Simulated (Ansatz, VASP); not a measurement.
Two plane-wave programs on AgI

```
Ag I
1.0
     4.65129    0.00000    0.00000
    -2.32565    4.02814    0.00000
     0.00000    0.00000    7.59785
Ag I
2 2
Direct
  0.33333 0.66667 0.00240
  0.66667 0.33333 0.50240
  0.33333 0.66667 0.37750
  0.66667 0.33333 0.87750
```

Alike in both runs: task single point; functional LDA; k mesh 6 × 6 × 4; no spin polarisation.

```csv
,VASP,Ansatz
version,VASP 6.6.1,Ansatz 0.2.0
potentials or method,"VASP PAW LDA potentials, release 64 (Ag, I)","plane waves, PAW"
plane-wave cutoff (eV),500,420
occupations,"gaussian, width 0.01 eV",fixed
valence electrons in the cell,36,72
```

```csv
,VASP,Ansatz,Ansatz less VASP
gap on the k mesh at the Fermi level (eV),1.12,1.08,-0.033
pressure (GPa),-3.3,-3.3,0.00
rms of the force components (eV/Å),0.003,0.003,-0.0002
```

LDA's correlation is that of Perdew and Zunger in VASP and of Perdew and Wang (1992) in Ansatz. Atom by atom the forces differ by 0.000 eV/Å (rms over components). VASP's potentials hold 36 valence electrons a cell and Ansatz's 72, so a difference there can come from the potentials and not from the codes.

Spin-orbit coupling is off throughout.
